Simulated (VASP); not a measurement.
# NaF (F-43m) in VASP: notebook

NaF is run at these levels: PBE, r2SCAN; tasks: single point.

Everything below comes from runs of VASP 6.6.1. Logs are shortened: lines on timing, memory, paths and dates and some standing lists are left out, and cuts for length are marked.

## 1. The cell of the first run

It takes space group F-43m (No. 216, cubic). The conventional cell has a = 5.063 Å, b = 5.063 Å, c = 5.063 Å, α = 90.00°, β = 90.00°, γ = 90.00°. Na (site symmetry -43m) has 4 F at 2.19 Å within 2.9 Å. Within 2.9 Å of F (site symmetry -43m) lie 4 Na at 2.19 Å.

## 2. Single point, PBE

The input, INCAR:

```
SYSTEM = NaF
  ALGO = Normal
  EDIFF = 1E-7
  ENCUT = 520
  GGA = PE
  ISIF = 2
  ISMEAR = 0
  LASPH = .TRUE.
  LCHARG = .TRUE.
  LELF = .TRUE.
  LREAL = .FALSE.
  LVHAR = .TRUE.
  LWAVE = .FALSE.
  NBANDS = 14
  NELM = 100
  PREC = Accurate
  SIGMA = 0.01
```

The input, KPOINTS:

```
k-points
0
G
  6 6 6
  0 0 0
```

The input, POSCAR:

```
NaF
1.0
    0.0000000000      2.5312613679      2.5312613679
    2.5312613679      0.0000000000      2.5312613679
    2.5312613679      2.5312613679      0.0000000000
Na F
1 1
Direct
    0.0000000000      0.0000000000      0.0000000000
    0.2500000000      0.2500000000      0.2500000000
```

Potentials or basis: VASP PAW PBE potentials, release 64 (Na_pv, F).

Started as:

```
cat potpaw_PBE.64/Na_pv/POTCAR potpaw_PBE.64/F/POTCAR > POTCAR
mpirun -np 1 vasp_std > vasp.out
```

OUTCAR:

```text
SYSTEM = NaF
   EDIFF = 1E-7
   ENCUT = 520
   GGA = PE
   ISIF = 2
   ISMEAR = 0
   LASPH = .TRUE.
   LREAL = .FALSE.
   NELM = 100
   PREC = Accurate

 ion  position               nearest neighbor table
   1  0.000  0.000  0.000-   2 2.19   2 2.19   2 2.19   2 2.19
   2  0.250  0.250  0.250-   1 2.19   1 2.19   1 2.19   1 2.19

  LATTYP: Found a face centered cubic cell.
 ALAT       =     5.0625227358

  Lattice vectors:

 A1 = (   0.0000000000,   2.5312613679,   2.5312613679)
 A2 = (   2.5312613679,   0.0000000000,   2.5312613679)
 A3 = (   2.5312613679,   2.5312613679,   0.0000000000)

Analysis of symmetry for initial positions (statically):
=====================================================================
 Subroutine PRICEL returns:
 Original cell was already a primitive cell.

 Routine SETGRP: Setting up the symmetry group for a
 face centered cubic supercell.

 Subroutine GETGRP returns: Found 24 space group operations
 (whereof 24 operations were pure point group operations)
 out of a pool of 48 trial point group operations.

The static configuration has the point symmetry T_d .

Analysis of symmetry for dynamics (positions and initial velocities):
=====================================================================
 Subroutine PRICEL returns:
 Original cell was already a primitive cell.

 Routine SETGRP: Setting up the symmetry group for a
 face centered cubic supercell.

 Subroutine GETGRP returns: Found 24 space group operations
 (whereof 24 operations were pure point group operations)
 out of a pool of 48 trial point group operations.

The dynamic configuration has the point symmetry T_d .

 Subroutine INISYM returns: Found 24 space group operations
 (whereof 24 operations are pure point group operations),
 and found     1 'primitive' translations

----------------------------------------------------------------------------------------

                                     Primitive cell

  volume of cell :      32.4370

  direct lattice vectors                    reciprocal lattice vectors
     0.000000000  2.531261368  2.531261368    -0.197529977  0.197529977  0.197529977
     2.531261368  0.000000000  2.531261368     0.197529977 -0.197529977  0.197529977
     2.531261368  2.531261368  0.000000000     0.197529977  0.197529977 -0.197529977

  length of vectors
     3.579744156  3.579744156  3.579744156     0.342131956  0.342131956  0.342131956

  position of ions in fractional coordinates (direct lattice)
     0.000000000  0.000000000  0.000000000
     0.250000000  0.250000000  0.250000000

  ion indices of the primitive-cell ions
   primitive index   ion index
                 1           1
                 2           2

----------------------------------------------------------------------------------------

 KPOINTS: k-points

Automatic generation of k-mesh.
 Grid dimensions read from file:
 generate k-points for:    6    6    6

 Generating k-lattice:

  Cartesian coordinates                     Fractional coordinates (reciprocal lattice)
    -0.032921663  0.032921663  0.032921663     0.166666667  0.000000000  0.000000000
     0.032921663 -0.032921663  0.032921663     0.000000000  0.166666667  0.000000000
     0.032921663  0.032921663 -0.032921663     0.000000000  0.000000000  0.166666667

  Length of vectors
     0.057021993  0.057021993  0.057021993

  Shift w.r.t. Gamma in fractional coordinates (k-lattice)
     0.000000000  0.000000000  0.000000000

 Subroutine IBZKPT returns following result:
 ===========================================

 Found     16 irreducible k-points:

 Following reciprocal coordinates:
            Coordinates               Weight
  0.000000  0.000000  0.000000      1.000000
  0.166667  0.000000  0.000000      8.000000
  0.333333  0.000000  0.000000      8.000000
  0.500000  0.000000  0.000000      4.000000
  0.166667  0.166667  0.000000      6.000000
  0.333333  0.166667  0.000000     24.000000
[... 8 lines left out ...]
 -0.333333  0.333333  0.166667     24.000000
 -0.333333  0.500000  0.166667     12.000000
   k-points           NKPTS =     16   k-points in BZ     NKDIM =     16   number of bands    NBANDS=     14
   number of dos      NEDOS =    301   number of ions     NIONS =      2
   total plane-waves  NPLWV =  21952
   dimension x,y,z NGX =    28 NGY =   28 NGZ =   28
   dimension x,y,z NGXF=    56 NGYF=   56 NGZF=   56
   ions per type =               1   1
   NGX,Y,Z   is equivalent  to a cutoff of  13.00, 13.00, 13.00 a.u.
   NGXF,Y,Z  is equivalent  to a cutoff of  26.01, 26.01, 26.01 a.u.
 SYSTEM =  NaF
   PREC   = accura    normal or accurate (medium, high low for compatibility)
   ISTART =      0    job   : 0-new  1-cont  2-samecut
   ICHARG =      2    charge: 1-file 2-atom 10-const
   ISPIN  =      1    spin polarized calculation?
   LNONCOLLINEAR =      F non collinear calculations
   LSORBIT =      F    spin-orbit coupling
   LASPH  =      T    aspherical Exc in radial PAW
   ENCUT  =  520.0 eV  38.22 Ry    6.18 a.u.   6.66  6.66  6.66*2*pi/ulx,y,z
   NELM   =    100;   NELMIN=  2; NELMDL= -5     # of ELM steps
   EDIFF  = 0.1E-06   stopping-criterion for ELM
   LREAL  =      F    real-space projection
   EDIFFG = 0.1E-05   stopping-criterion for IOM
   NSW    =      0    number of steps for IOM
   IBRION =     -1    ionic relax: 0-MD 1-quasi-New 2-CG
   NFREE  =      0    steps in history (QN), initial steepest desc. (CG)
   ISIF   =      2    stress and relaxation
   ISYM   =      2    0-nonsym 1-usesym 2-fastsym
   POTIM  = 0.5000    time-step for ionic-motion
   TEBEG  =    0.0;   TEEND  =   0.0 temperature during run
   PSTRESS=    0.0 pullay stress
   NELECT =      14.0000    total number of electrons
   NUPDOWN=      -1.0000    fix difference up-down
   EMIN   =  10.00;   EMAX   =-10.00  energy-range for DOS
   EFERMI =   0.00;   METHOD = LEGACY
   ISMEAR =     0;   SIGMA  =   0.01  broadening in eV -4-tet -1-fermi 0-gaus
   EFERMI_NEDOS =   21; number of points for ismear=-14 and -15
   IALGO  =     38    algorithm
   IMIX   =      4    mixing-type and parameters
     AMIX     =   0.40;   BMIX     =  1.00
     AMIX_MAG =   1.60;   BMIX_MAG =  1.00
  volume/ion in A,a.u.               =      16.22       109.45
  Fermi-wavevector in a.u.,A,eV,Ry     =   1.237192  2.337954 20.825685  1.530645
  Thomas-Fermi vector in A             =   2.371770
   LORBIT       =      0    0 simple, 1 ext, 2 COOP (PROOUT), +10 PAW based schemes
   GGA     = PE    functional components
   LHFCALC =     F    Hartree Fock is set to
   AEXX    =    0.0000 exact exchange contribution
   IVDW    =     0    specifies the selected vdW correction
   LEPSILON=     F    determine dielectric tensor
   LRPA    =     F    only Hartree local field effects (RPA)
 non-spin polarized calculation
 Gauss-broadening in eV      SIGMA  =   0.01
  energy-cutoff  :      520.00
  volume of cell :       32.44
 maximum number of plane-waves:       893
 NGX is ok and might be reduce to    28
   NGX = 13   NGY = 13   NGZ = 13

 number of electron      13.9999982 magnetization

 Free energy of the ion-electron system (eV)
  ---------------------------------------------------
  ext. energy  EPLUGINS =         0.00000000
  ---------------------------------------------------
  free energy    TOTEN  =        -8.38375704 eV

  energy without entropy =       -8.38375704  energy(sigma->0) =       -8.38375704

 E-fermi :  -3.3396     XC(G=0):  -7.7336

 val. band max:       -3.3924729966   @ k =   0.0000   0.0000   0.0000
 cond. band min:       2.2200165608   @ k =   0.0000   0.0000   0.0000
 fundamental gap:      5.6124895575
 Fermi energy:        -3.3395728402

 k-point     1 :       0.0000    0.0000    0.0000
  band No.  band energies     occupation
      1     -22.2408      2.00000
      2     -22.2408      2.00000
      3     -22.2408      2.00000
      4     -22.1375      2.00000
      5      -3.3925      2.00000
      6      -3.3925      2.00000
      7      -3.3925      2.00000
      8       2.2200      0.00000
      9      15.9237      0.00000
     10      15.9237      0.00000
     11      15.9237      0.00000
     12      17.5108      0.00000
     13      17.5108      0.00000
     14      17.5108      0.00000

 k-point     2 :       0.1667    0.0000    0.0000
  band No.  band energies     occupation
      1     -22.5233      2.00000
      2     -22.2437      2.00000
      3     -22.2437      2.00000
      4     -21.8399      2.00000
      5      -3.6576      2.00000
      6      -3.4017      2.00000
      7      -3.4017      2.00000
      8       2.9477      0.00000
      9      13.1889      0.00000
     10      15.2357      0.00000
     11      15.2357      0.00000
     12      17.2710      0.00000
     13      17.2710      0.00000
     14      17.2992      0.00000

 k-point     3 :       0.3333    0.0000    0.0000
  band No.  band energies     occupation
      1     -22.7513      2.00000
      2     -22.2495      2.00000
      3     -22.2495      2.00000
      4     -21.5829      2.00000
      5      -4.0721      2.00000
      6      -3.4204      2.00000
      7      -3.4204      2.00000
      8       4.6834      0.00000
      9       9.8916      0.00000
     10      14.1885      0.00000
     11      14.1885      0.00000
     12      17.0017      0.00000
     13      17.9162      0.00000
     14      17.9162      0.00000

 k-point     4 :       0.5000    0.0000    0.0000
  band No.  band energies     occupation
      1     -22.8320      2.00000
      2     -22.2525      2.00000
      3     -22.2525      2.00000
      4     -21.4881      2.00000
      5      -4.2405      2.00000
      6      -3.4298      2.00000
      7      -3.4298      2.00000
      8       6.5671      0.00000
      9       7.5113      0.00000
     10      13.7947      0.00000
     11      13.7947      0.00000
     12      17.0680      0.00000
     13      18.3030      0.00000
     14      18.3030      0.00000

 k-point     5 :       0.1667    0.1667    0.0000
  band No.  band energies     occupation
      1     -22.5684      2.00000
      2     -22.2482      2.00000
      3     -22.2482      2.00000
      4     -21.7826      2.00000
      5      -3.6761      2.00000
      6      -3.4334      2.00000
      7      -3.4334      2.00000
      8       3.1662      0.00000
      9      13.3687      0.00000
     10      14.7248      0.00000
     11      14.7248      0.00000
[... 140 lines left out ...]
 k-point    14 :       0.5000    0.3333    0.1667
  band No.  band energies     occupation
      1     -22.8406      2.00000
      2     -22.2762      2.00000
      3     -22.2597      2.00000
      4     -21.4461      2.00000
      5      -4.0267      2.00000
      6      -3.6405      2.00000
      7      -3.4863      2.00000
      8       5.8032      0.00000
      9       9.7366      0.00000
     10      11.4326      0.00000
     11      13.2860      0.00000
     12      16.7516      0.00000
     13      18.6487      0.00000
     14      19.6051      0.00000

 k-point    15 :      -0.3333    0.3333    0.1667
  band No.  band energies     occupation
      1     -22.8806      2.00000
      2     -22.2854      2.00000
      3     -22.2640      2.00000
      4     -21.3876      2.00000
      5      -3.9899      2.00000
      6      -3.7609      2.00000
      7      -3.5172      2.00000
      8       7.0093      0.00000
      9       8.5539      0.00000
     10      10.9399      0.00000
     11      12.7851      0.00000
     12      17.5312      0.00000
     13      18.3208      0.00000
     14      21.1206      0.00000

 k-point    16 :      -0.3333    0.5000    0.1667
  band No.  band energies     occupation
      1     -22.9014      2.00000
      2     -22.2827      2.00000
      3     -22.2711      2.00000
      4     -21.3597      2.00000
      5      -4.0191      2.00000
      6      -3.7083      2.00000
      7      -3.5786      2.00000
      8       7.0359      0.00000
      9       8.7035      0.00000
     10      11.4424      0.00000
     11      11.9778      0.00000
     12      16.4501      0.00000
     13      18.6068      0.00000
     14      20.5772      0.00000

------------------------ aborting loop because EDIFF is reached ----------------------------------------

  FORCE on cell =-STRESS in cart. coord.  units (eV):
  Direction    XX          YY          ZZ          XY          YZ          ZX
  --------------------------------------------------------------------------------------
  -------------------------------------------------------------------------------------
  Total        0.3980182      0.3980182      0.3980182      0.0000000      0.0000000     -0.0000000
  in kB       19.6595021     19.6595021     19.6595021      0.0000000      0.0000000     -0.0000000
  external PRESSURE =      19.6595021 kB  Pullay stress =       0.0000000 kB

 VOLUME and BASIS-vectors are now :
 -----------------------------------------------------------------------------
  energy-cutoff  :      520.00
  volume of cell :       32.44
      direct lattice vectors                 reciprocal lattice vectors
     0.000000000  2.531261368  2.531261368    -0.197529977  0.197529977  0.197529977
     2.531261368  0.000000000  2.531261368     0.197529977 -0.197529977  0.197529977
     2.531261368  2.531261368  0.000000000     0.197529977  0.197529977 -0.197529977

 POSITION                                       TOTAL-FORCE (eV/Angst)
 -----------------------------------------------------------------------------------
      0.00000      0.00000      0.00000         0.000000      0.000000      0.000000
      1.26563      1.26563      1.26563        -0.000000     -0.000000     -0.000000
 -----------------------------------------------------------------------------------
    total drift:                               -0.000001     -0.000001     -0.000001

  FREE ENERGIE OF THE ION-ELECTRON SYSTEM (eV)
  ---------------------------------------------------
  free  energy   TOTEN  =        -8.3837570412 eV

  energy  without entropy=       -8.3837570412  energy(sigma->0) =       -8.38375704
```

It took 8.6 s on 1 thread of Intel Xeon 6975P-C, shared host; peak memory 0.15 GiB.

What came out:

```yaml
Free_energy: -8.3838 eV
Pressure: 2.0 GPa
Band_gap_on_the_k_mesh: 5.61 eV, direct
```

Levels at points of the mesh, in eV from the valence-band top:
```csv
k point,band 5,band 6,band 7,band 8,band 9,band 10
"(0.00, 0.00, 0.00)",0.00,0.00,0.00,5.61,19.32,19.32
"(0.50, 0.00, 0.00)",-0.85,-0.04,-0.04,9.96,10.90,17.19
"(0.50, 0.50, 0.00)",-0.78,-0.16,-0.16,9.96,12.01,16.24
```

## 3. Single point, r2SCAN

POSCAR is that of step 2.

The input, INCAR.step1:

```
PREC     = Accurate       # precision mode
ENCUT    = 520            # plane-wave cutoff, eV
ISMEAR   = 0              # smearing method
SIGMA    = 0.01           # smearing width, eV
LREAL    = F              # projectors in reciprocal space
LASPH    = T              # aspherical terms in the spheres
NELM     = 80             # most SCF steps
NBANDS   = 14             # bands
GGA      = PE             # functional
ALGO     = Normal         # electronic algorithm
EDIFF    = 1E-4           # SCF threshold, eV
LWAVE    = T              # write WAVECAR
LCHARG   = F              # write CHGCAR
```

The input, INCAR.step2:

```
PREC     = Accurate       # precision mode
ENCUT    = 520            # plane-wave cutoff, eV
EDIFF    = 1E-6           # SCF threshold, eV
ISMEAR   = 0              # smearing method
SIGMA    = 0.01           # smearing width, eV
LREAL    = F              # projectors in reciprocal space
LASPH    = T              # aspherical terms in the spheres
NELM     = 80             # most SCF steps
ALGO     = Normal         # electronic algorithm
ISIF     = 2              # what is computed and relaxed
LWAVE    = F              # write WAVECAR
LCHARG   = F              # write CHGCAR
METAGGA  = R2SCAN         # meta-GGA
LMIXTAU  = T            
NBANDS   = 14             # bands
ISTART   = 1
```

The input, KPOINTS:

```
Automatic mesh
0
Gamma
  6 6 6
```

Potentials or basis: VASP PAW PBE potentials, release 64 (Na_pv, F).

Started as:

```
cat potpaw_PBE.64/Na_pv/POTCAR potpaw_PBE.64/F/POTCAR > POTCAR
cp INCAR.step1 INCAR
mpirun -np 1 vasp_std > vasp.out
cp INCAR.step2 INCAR
mpirun -np 1 vasp_std > vasp.out
```

Run time: 29 s. Hardware: 1 thread of Intel Xeon 6975P-C, shared host; peak memory 0.15 GiB.

It converged, with:

- Free energy: -12.3216 eV
- Pressure: -0.3 GPa
- Band gap on the k mesh: 6.27 eV, direct

Levels at points of the mesh, in eV from the valence-band top:
| k point | band 4 | band 5 | band 6 | band 7 | band 8 | band 9 | band 10 | band 11 |
| --- | --- | --- | --- | --- | --- | --- | --- | --- |
| (0.00, 0.00, 0.00) | -19.41 | 0.00 | 0.00 | 0.00 | 6.27 | 20.50 | 20.50 | 20.50 |
| (0.50, 0.00, 0.00) | -18.93 | -0.81 | -0.03 | -0.03 | 10.54 | 11.78 | 18.06 | 18.06 |
| (0.50, 0.50, 0.00) | -18.81 | -0.74 | -0.15 | -0.15 | 10.48 | 12.72 | 17.60 | 18.12 |

Caveat: the PAW data sets were made with another functional, which shifts forces and pressure a little. r2SCAN opens gaps a little over a GGA but as a rule still falls short of measured ones.
